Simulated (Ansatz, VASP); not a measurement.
# InO4 in VASP and in Ansatz

```
In O
1.0
     4.24593    0.00000    0.00000
     0.00000    4.24593    0.00000
     0.00000    0.00000   33.27183
In O
1 4
Direct
  0.00000 0.00000 0.28523
  0.00000 0.50000 0.28694
  0.50000 0.00000 0.28694
  0.00000 0.00000 0.35152
  0.00000 0.00000 0.21936
```

Change from the starting cell: species swapped into a sheet of the InO4 type.

Alike in both runs: functional PBE; k mesh 4 × 4 × 1; occupations gaussian, width 0.1 eV; collinear spin.

Ansatz relaxed the structure, and its values are those at the end. VASP's run is a single point on that final structure, the one shown.

|  | VASP | Ansatz |
| --- | --- | --- |
| version | VASP 6.6.1 | Ansatz 0.2.0 |
| potentials or method | VASP PAW PBE potentials, release 64 (In_d, O), cutoff 520 eV | scalar-relativistic, plane waves, PAW |
| valence electrons in the cell | 37 | 37 |

```csv
,VASP,Ansatz,Ansatz less VASP
gap on the k mesh at the Fermi level (eV),none,none,-
rms of the force components (eV/Å),0.020,0.005,-0.0157
net moment per atom (μB),1.00,1.00,0.000
size of the moment on the site where the two differ most (μB),1.27,1.44,+0.163
```

Site moments also hang on the region over which each program counts them. A gap of «none» marks a metal or a gap that the smearing closes. With one functional, cell and mesh, what is left measures potentials, basis and numerics. Ansatz's warnings: slab cell height set.

The k mesh is coarse, so the values compare programs but aren't converged.
